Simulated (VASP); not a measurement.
Input of a VASP 6.6.1 run:

INCAR

```
  ALGO = Fast
  EDIFF = 1E-6
  EDIFFG = -0.008
  ENCUT = 600
  GGA = PS
  IBRION = 2
  ISIF = 3
  ISMEAR = 0
  LASPH = True
  LCHARG = False
  LREAL = False
  LWAVE = False
  NELM = 60
  NSW = 70
  PREC = Accurate
  PSTRESS = 300.0
  SIGMA = 0.1
```

The input KPOINTS:

```
k-points
0
Gamma
  12 12 8
```

Contents of POSCAR:

```
SiNi2
1.0
    3.7412658349      0.0000000000      0.0000000000
   -1.8706329174      3.2400312553      0.0000000000
    0.0000000000      0.0000000000      4.7243788423
Si Ni
2 4
Direct
    0.3333333333      0.6666666667      0.7500000000
    0.6666666667      0.3333333333      0.2500000000
    0.0000000000      0.0000000000      0.0000000000
    0.0000000000      0.0000000000      0.5000000000
    0.3333333333      0.6666666667      0.2500000000
    0.6666666667      0.3333333333      0.7500000000
```

Potentials or basis: VASP PAW PBE potentials, release 64 (Si, Ni).

Command:

```bash
$ cat potpaw_PBE.64/Si/POTCAR potpaw_PBE.64/Ni/POTCAR > POTCAR
$ mpirun -np 1 vasp_std > vasp.out
```

(1) What does it give for the relaxed cell?

(2) Estimate the relaxed volume.

(3) Predict the band gap on the k mesh.

Results:

(1) a = 3.751 Å, b = 3.751 Å, c = 4.714 Å, α = 90.00°, β = 90.00°, γ = 120.00°.

(2) 9.57 Å³/atom.

(3) zero (bands 24 and 25 overlap by 3.83 eV).

Caveat: the cell is relaxed towards a set pressure, so the run minimises the enthalpy, not the energy; the PAW data sets were made with another functional, which shifts forces and pressure a little.
